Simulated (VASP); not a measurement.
# AlPt3C (Pm-3m) in VASP: notebook

The runs below take AlPt3C through single point, with PBEsol.

All numbers are computed with VASP 6.6.1; they aren't measurements. Logs are shortened: lines on timing, memory, paths and dates and some standing lists are left out, and cuts for length are marked.

### 1 The cell of the first run

The structure is cubic, space group Pm-3m (No. 221). The conventional cell has a = 4.185 Å, b = 4.185 Å, c = 4.185 Å, α = 90.00°, β = 90.00°, γ = 90.00°. Al (site symmetry m-3m) has 12 Pt at 2.96 Å and 8 C at 3.62 Å within 3.9 Å. Within 2.8 Å of Pt (site symmetry 4/mmm) lie 2 C at 2.09 Å. Within 2.8 Å of C (site symmetry m-3m) lie 6 Pt at 2.09 Å.

### 2 Single point, PBEsol

Contents of INCAR:

```
  PREC = Accurate
  ENCUT = 520
  EDIFF = 1E-6
  ISMEAR = 1
  SIGMA = 0.05
  LREAL = False
  LASPH = True
  NELM = 80
  ALGO = Normal
  ISIF = 2
  LWAVE = False
  LCHARG = True
  GGA = PS
  LELF = True
  LVHAR = True
  NBANDS = 26
```

Contents of KPOINTS:

```
Automatic mesh
0
Gamma
  4 4 4
```

Contents of POSCAR:

```
AlPt3C
1.0
    4.1851500000      0.0000000000      0.0000000000
    0.0000000000      4.1851500000      0.0000000000
    0.0000000000      0.0000000000      4.1851500000
Al Pt C
1 3 1
Direct
    0.0000000000      0.0000000000      0.0000000000
    0.0000000000      0.5000000000      0.5000000000
    0.5000000000      0.0000000000      0.5000000000
    0.5000000000      0.5000000000      0.0000000000
    0.5000000000      0.5000000000      0.5000000000
```

Potentials or basis: VASP PAW PBE potentials, release 64 (Al, Pt, C).

The run is started by

```bash
$ cat potpaw_PBE.64/Al/POTCAR potpaw_PBE.64/Pt/POTCAR potpaw_PBE.64/C/POTCAR > POTCAR
$ mpirun -np 1 vasp_std > vasp.out
```

OUTCAR:

```text
PREC = Accurate
   ENCUT = 520
   EDIFF = 1E-6
   ISMEAR = 1
   LREAL = False
   LASPH = True
   NELM = 80
   ISIF = 2
   GGA = PS

 ion  position               nearest neighbor table
   1  0.000  0.000  0.000-   2 2.96   3 2.96   4 2.96   2 2.96   3 2.96   2 2.96   4 2.96   2 2.96
                             3 2.96   4 2.96   3 2.96   4 2.96
   2  0.000  0.500  0.500-   5 2.09   5 2.09   4 2.96   1 2.96   1 2.96   4 2.96   1 2.96   3 2.96
                             1 2.96   3 2.96   4 2.96   3 2.96   4 2.96   3 2.96
   3  0.500  0.000  0.500-   5 2.09   5 2.09   4 2.96   1 2.96   1 2.96   4 2.96   2 2.96   4 2.96
                             2 2.96   4 2.96   1 2.96   2 2.96   1 2.96   2 2.96
   4  0.500  0.500  0.000-   5 2.09   5 2.09   3 2.96   1 2.96   2 2.96   3 2.96   2 2.96   1 2.96
                             3 2.96   3 2.96   1 2.96   2 2.96   2 2.96   1 2.96
   5  0.500  0.500  0.500-   2 2.09   3 2.09   4 2.09   4 2.09   3 2.09   2 2.09

  LATTYP: Found a simple cubic cell.
 ALAT       =     4.1851500000

  Lattice vectors:

 A1 = (   4.1851500000,   0.0000000000,   0.0000000000)
 A2 = (   0.0000000000,   4.1851500000,   0.0000000000)
 A3 = (   0.0000000000,   0.0000000000,   4.1851500000)

Analysis of symmetry for initial positions (statically):
=====================================================================
 Subroutine PRICEL returns:
 Original cell was already a primitive cell.

 Routine SETGRP: Setting up the symmetry group for a
 simple cubic supercell.

 Subroutine GETGRP returns: Found 48 space group operations
 (whereof 48 operations were pure point group operations)
 out of a pool of 48 trial point group operations.

The static configuration has the point symmetry O_h .

Analysis of symmetry for dynamics (positions and initial velocities):
=====================================================================
 Subroutine PRICEL returns:
 Original cell was already a primitive cell.

 Routine SETGRP: Setting up the symmetry group for a
 simple cubic supercell.

 Subroutine GETGRP returns: Found 48 space group operations
 (whereof 48 operations were pure point group operations)
 out of a pool of 48 trial point group operations.

The dynamic configuration has the point symmetry O_h .

 Subroutine INISYM returns: Found 48 space group operations
 (whereof 48 operations are pure point group operations),
 and found     1 'primitive' translations

----------------------------------------------------------------------------------------

                                     Primitive cell

  volume of cell :      73.3049

  direct lattice vectors                    reciprocal lattice vectors
     4.185150000  0.000000000  0.000000000     0.238940062  0.000000000  0.000000000
[... 85 lines left out ...]
   POTIM  = 0.5000    time-step for ionic-motion
   TEBEG  =    0.0;   TEEND  =   0.0 temperature during run
   PSTRESS=    0.0 pullay stress
   NELECT =      37.0000    total number of electrons
   NUPDOWN=      -1.0000    fix difference up-down
   EMIN   =  10.00;   EMAX   =-10.00  energy-range for DOS
   EFERMI =   0.00;   METHOD = LEGACY
   ISMEAR =     1;   SIGMA  =   0.05  broadening in eV -4-tet -1-fermi 0-gaus
   EFERMI_NEDOS =   21; number of points for ismear=-14 and -15
   IALGO  =     38    algorithm
   IMIX   =      4    mixing-type and parameters
     AMIX     =   0.40;   BMIX     =  1.00
     AMIX_MAG =   1.60;   BMIX_MAG =  1.00
  volume/ion in A,a.u.               =      14.66        98.94
  Fermi-wavevector in a.u.,A,eV,Ry     =   1.303460  2.463182 23.116407  1.699008
  Thomas-Fermi vector in A             =   2.434461
   LORBIT       =      0    0 simple, 1 ext, 2 COOP (PROOUT), +10 PAW based schemes
   GGA     = PS    functional components
   LHFCALC =     F    Hartree Fock is set to
   AEXX    =    0.0000 exact exchange contribution
   IVDW    =     0    specifies the selected vdW correction
   LEPSILON=     F    determine dielectric tensor
   LRPA    =     F    only Hartree local field effects (RPA)
 non-spin polarized calculation
 Methfessel and Paxton  Order N= 1 SIGMA  =   0.05
  energy-cutoff  :      520.00
  volume of cell :       73.30
 maximum number of plane-waves:      2000
 NGX is ok and might be reduce to    32
   NGX = 15   NGY = 15   NGZ = 15

 number of electron      37.0000006 magnetization

 Free energy of the ion-electron system (eV)
  ---------------------------------------------------
  ext. energy  EPLUGINS =         0.00000000
  ---------------------------------------------------
  free energy    TOTEN  =       -33.60731427 eV

  energy without entropy =      -33.60485613  energy(sigma->0) =      -33.60649489

 E-fermi :   9.8015     XC(G=0): -12.2877

 val. band max:        9.6130717347   @ k =   0.2500   0.2500   0.2500
 cond. band min:       9.8151903474   @ k =   0.2500   0.2500   0.0000
 fundamental gap:      0.2021186127
 Fermi energy:         9.8014817734

 k-point     1 :       0.0000    0.0000    0.0000
  band No.  band energies     occupation
      1      -5.3985      2.00000
      2       0.6061      2.00000
      3       3.8137      2.00000
      4       3.8137      2.00000
      5       3.8137      2.00000
      6       4.3141      2.00000
[... 279 lines left out ...]
     25      18.3032      0.00000
     26      18.3032      0.00000

------------------------ aborting loop because EDIFF is reached ----------------------------------------

  FORCE on cell =-STRESS in cart. coord.  units (eV):
  Direction    XX          YY          ZZ          XY          YZ          ZX
  --------------------------------------------------------------------------------------
  -------------------------------------------------------------------------------------
  Total       -3.5564902     -3.5564902     -3.5564902     -0.0000000      0.0000000     -0.0000000
  in kB      -77.7318695    -77.7318695    -77.7318695     -0.0000000      0.0000000     -0.0000000
  external PRESSURE =     -77.7318695 kB  Pullay stress =       0.0000000 kB

 VOLUME and BASIS-vectors are now :
 -----------------------------------------------------------------------------
  energy-cutoff  :      520.00
  volume of cell :       73.30
      direct lattice vectors                 reciprocal lattice vectors
     4.185150000  0.000000000  0.000000000     0.238940062  0.000000000  0.000000000
     0.000000000  4.185150000  0.000000000     0.000000000  0.238940062  0.000000000
     0.000000000  0.000000000  4.185150000     0.000000000  0.000000000  0.238940062

 POSITION                                       TOTAL-FORCE (eV/Angst)
 -----------------------------------------------------------------------------------
      0.00000      0.00000      0.00000         0.000000      0.000000      0.000000
      0.00000      2.09258      2.09258         0.000000      0.000000      0.000000
      2.09258      0.00000      2.09258         0.000000      0.000000      0.000000
      2.09258      2.09258      0.00000         0.000000      0.000000      0.000000
      2.09258      2.09258      2.09258         0.000000      0.000000      0.000000
 -----------------------------------------------------------------------------------
    total drift:                                0.000000     -0.000000     -0.000000

  FREE ENERGIE OF THE ION-ELECTRON SYSTEM (eV)
  ---------------------------------------------------
  free  energy   TOTEN  =       -33.6073142724 eV

  energy  without entropy=      -33.6048561262  energy(sigma->0) =      -33.60649489
```

stdout:

```text
POSCAR found type information on POSCAR AlPtC
 POSCAR found :  3 types and       5 ions
 scaLAPACK will be used
 -----------------------------------------------------------------------------
|                                                                             |
|                                                                             |
|     You enforced a specific xc type in the INCAR file but a different       |
|     I HOPE YOU KNOW WHAT YOU ARE DOING!                                     |
|                                                                             |
 -----------------------------------------------------------------------------

 LDA part: xc-table for (Slater+PW92), standard interpolation
 POSCAR, INCAR and KPOINTS ok, starting setup
 FFT: planning ... GRIDC
 FFT: planning ... GRID_SOFT
 FFT: planning ... GRID
 WAVECAR not read
 entering main loop
```

Wall time 32 s (1 thread of AMD EPYC 7R13, shared host); peak memory 0.15 GiB.

What came out:

| Item | Value |
| --- | --- |
| Free energy | -33.6073 eV |
| Pressure | -7.8 GPa |
| Band gap on the k mesh | zero (an odd number of electrons rules out a gap without spin polarisation) |

Caveat: the k points lie up to 0.38 Å⁻¹ apart, too coarse for converged energies and pressures of a metal; the PAW data sets were made with another functional, which shifts forces and pressure a little; spin-orbit coupling is left out, which moves the levels of the heavy elements.

### 3 Single point, PBEsol

Contents of INCAR:

```
SYSTEM = AlPt3C
ALGO = Normal
EDIFF = 1E-7
ENCUT = 520
GGA = PS
ISIF = 2
ISMEAR = 1
LASPH = .True.
LCHARG = .True.
LELF = .True.
LREAL = .False.
LVHAR = .True.
LWAVE = .False.
NBANDS = 26
NELM = 80
PREC = Accurate
SIGMA = 0.025
```

Contents of KPOINTS:

```
k-points
0
Gamma
  4 4 4
  0 0 0
```

POSCAR is that of step 2.

Potentials or basis: VASP PAW PBE potentials, release 64 (Al, Pt, C).

The run is started by

```bash
$ cat potpaw_PBE.64/Al/POTCAR potpaw_PBE.64/Pt/POTCAR potpaw_PBE.64/C/POTCAR > POTCAR
$ mpirun -np 1 vasp_std > vasp.out
```

It took 39 s on 1 thread of AMD EPYC 7R13, shared host; peak memory 0.16 GiB.

It converged, with:

| Property | Result |
| --- | --- |
| Free energy | -33.6061 eV |
| Pressure | -7.8 GPa |
| Band gap on the k mesh | zero (an odd number of electrons rules out a gap without spin polarisation) |

Levels at points of the mesh, in eV from the Fermi level:
```csv
k point,band 15,band 16,band 17,band 18,band 19,band 20,band 21,band 22,band 23,band 24
"(0.00, 0.00, 0.00)",-2.90,-1.05,-1.03,-1.03,-1.03,1.02,1.02,1.02,2.27,3.74
"(0.50, 0.00, 0.00)",-2.95,-2.35,-1.03,-0.39,-0.39,0.89,2.83,3.50,3.50,3.75
"(0.50, 0.50, 0.00)",-2.72,-2.31,-1.78,-0.55,-0.55,0.85,1.87,4.29,4.53,4.53
"(0.50, 0.50, 0.50)",-2.45,-2.45,-1.23,-1.23,-1.23,0.83,0.83,0.83,1.06,8.01
```

Caveat: the k points lie up to 0.38 Å⁻¹ apart, too coarse for converged energies and pressures of a metal; the PAW data sets were made with another functional, which shifts forces and pressure a little; spin-orbit coupling is left out, which moves the levels of the heavy elements.
